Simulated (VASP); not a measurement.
Set up this calculation in VASP 6.6.1, as the native input.

- Task: single point
- Functional: PBEsol
- Potentials or basis: VASP PAW PBE potentials, release 64 (Pb_d)
- Cutoff: 520 eV
- k mesh: 20 × 20 × 20
- Occupations: fermi-dirac, width 0.1 eV
- Spin: no spin polarisation
- Dipole correction: no
- Further INCAR settings: ALGO = Normal; EDIFF = 1e-06; NBANDS = 13

The structure of Pb lies in POSCAR:

```
Pb
1.0
    0.0000000000      2.4362809647      2.4362809647
    2.4362809647      0.0000000000      2.4362809647
    2.4362809647      2.4362809647      0.0000000000
Pb
1
Direct
    0.0000000000      0.0000000000      0.0000000000
```

These files were run (other wordings do the same):

INCAR

```
SYSTEM = Pb
ALGO = Normal
EDIFF = 1E-6
ENCUT = 520
GGA = PS
ISIF = 2
ISMEAR = -1
LASPH = .TRUE.
LCHARG = .FALSE.
LREAL = .FALSE.
LWAVE = .FALSE.
NBANDS = 13
NELM = 100
PREC = Accurate
SIGMA = 0.1
```

KPOINTS

```
k-points
0
G
  20 20 20
  0 0 0
```

Potentials or basis: VASP PAW PBE potentials, release 64 (Pb_d).

The run is started by

```sh
$ cat potpaw_PBE.64/Pb_d/POTCAR > POTCAR
$ mpirun -np 1 vasp_std > vasp.out
```

It gave:

The pressure is 1.9 GPa and the band gap on the k mesh is zero (bands 7 and 8 overlap by 9.56 eV).

Caveat: the PAW data sets were made with another functional, which shifts forces and pressure a little; spin-orbit coupling is left out, which moves the levels of the heavy elements.

It took 32 s on 1 thread of Intel(R) Xeon(R) 6975P-C (Granite Rapids), on a shared host, peak memory 0.22 GiB.
